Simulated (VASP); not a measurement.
Input of a VASP 6.6.1 run:

The input INCAR:

```
SYSTEM = Tl
PREC = Accurate ; ENCUT = 500
EDIFF = 1E-7 ; ISMEAR = 0
SIGMA = 0.1 ; LREAL = .FALSE.
LASPH = .TRUE. ; NELM = 120
ALGO = Normal ; ISIF = 3
LWAVE = .FALSE. ; LCHARG = .FALSE.
GGA = PS ; IBRION = 2
NSW = 80 ; EDIFFG = -0.05
GGA_COMPAT = .FALSE. ; NELMIN = 4
```

KPOINTS

```
regular mesh
0
G
  8 8 8
  0 0 0
```

POSCAR

```
Tl
1.0
    0.0000000000      2.0272180714      2.0272180714
    2.0272180714      0.0000000000      2.0272180714
    2.0272180714      2.0272180714      0.0000000000
Tl
1
Direct
    0.0000000000      0.0000000000      0.0000000000
```

Potentials or basis: VASP PAW PBE potentials, release 64 (Tl_d).

The run is started by

```bash
$ cat potpaw_PBE.64/Tl_d/POTCAR > POTCAR
$ mpirun -np 1 vasp_std > vasp.out
```

**Question.** Predict the relaxed volume.

**Answer.** 28.07 Å³/atom.

**Question.** Predict the relaxed cell.

**Answer.** a = 3.411 Å, b = 3.411 Å, c = 3.411 Å, α = 60.00°, β = 60.00°, γ = 60.00°.

The path:
| step | energy change (eV) | largest force (eV/Å) | pressure (GPa) | volume (Å³) |
| --- | --- | --- | --- | --- |
| 1 | 0.0000 | 0.0000 | 85.41 | 16.66 |
| 2 | -1.2073 | 0.0000 | -5.13 | 48.57 |
| 3 | -1.7761 | 0.0000 | -0.79 | 28.64 |
| 4 | -1.7772 | 0.0000 | -0.40 | 28.36 |
| 5 | -1.7775 | 0.0000 | 0.02 | 28.07 |

Caveat: the volume moved by over 15 % at a fixed basis, so the end points are rough; the PAW data sets were made with another functional, which shifts forces and pressure a little.
